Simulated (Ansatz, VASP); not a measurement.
One calculation of MgCd3O4, two programs

```xyz
8
Lattice="3.5379 -5.0033 0.0000 3.5379 5.0033 0.0000 0.0000 0.0000 3.5379" Properties=species:S:1:pos:R:3 pbc="T T T"
Mg    3.5379    0.0000    0.0000
Cd    0.0000    0.0000    0.0000
Cd    1.7689    2.5016    1.7689
Cd    1.7689   -2.5016    1.7689
O     3.5379   -2.5016    0.0000
O     5.3068    0.0000    1.7689
O     1.7689    0.0000    1.7689
O     3.5379    2.5016    0.0000
```

Alike in both runs: task relaxation of cell and atoms; functional PBE; k mesh 4 × 4 × 6; occupations gaussian, width 0.1 eV; no spin polarisation.

|  | VASP | Ansatz |
| --- | --- | --- |
| version | VASP 6.6.1 | Ansatz 0.2.0 |
| potentials or method | VASP PAW PBE potentials, release 64 (Mg, Cd, O), cutoff 600 eV | scalar-relativistic, plane waves, PAW |
| valence electrons in the cell | 62 | 94 |

Ansatz gave:

- relaxed volume (Å³/atom): 12.66
- relaxed length of the cell vector where the two differ most in proportion (Å): 5.714

**Question.** What did VASP give for the same quantities?

**Answer.** Relaxed volume (Å³/atom): 12.72; relaxed length of the cell vector where the two differ most in proportion (Å): 5.725.

VASP's potentials hold 62 valence electrons a cell and Ansatz's 94, so a difference there can come from the potentials and not from the codes.

Noted on VASP's run: the volume moved by over 15 % at a fixed basis, so the end points are rough.
